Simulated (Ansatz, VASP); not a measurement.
Two plane-wave programs on MnSb

```
CELL_PARAMETERS angstrom
4.15000 0.00000 0.00000
-2.07500 3.59401 0.00000
0.00000 0.00000 5.78000
ATOMIC_POSITIONS crystal
Mn 0.00000 0.00000 0.00000
Mn 0.00000 0.00000 0.50000
Sb 0.33333 0.66667 0.25000
Sb 0.66667 0.33333 0.75000
```

Alike in both runs: task single point; functional PBE; k mesh 14 × 14 × 8; occupations gaussian, width 0.05 eV; no spin polarisation; Hubbard terms Mn d U = 1.0 eV.

|  | VASP | Ansatz |
| --- | --- | --- |
| version | VASP 6.6.1 | Ansatz 0.2.0 |
| potentials or method | VASP PAW PBE potentials, release 64 (Mn_pv, Sb) | scalar-relativistic, plane waves, PAW |
| plane-wave cutoff (eV) | 520 | 420 |
| valence electrons in the cell | 36 | 60 |

|  | VASP | Ansatz | Ansatz less VASP |
| --- | --- | --- | --- |
| gap on the k mesh at the Fermi level (eV) | none | none | - |
| pressure (GPa) | -16.2 | -16.3 | -0.10 |
| traceless stress, the component that is largest in VASP (GPa) | -6.64 | -7.02 | -0.377 |

The programs project onto different local orbitals, so the same U acts differently, and such runs can settle in different states. A gap of «none» marks a metal or a gap that the smearing closes. VASP's potentials hold 36 valence electrons a cell and Ansatz's 60, so a difference there can come from the potentials and not from the codes. Ansatz's warnings: filled band counts differ across k points.

Neither program's run includes spin-orbit coupling.
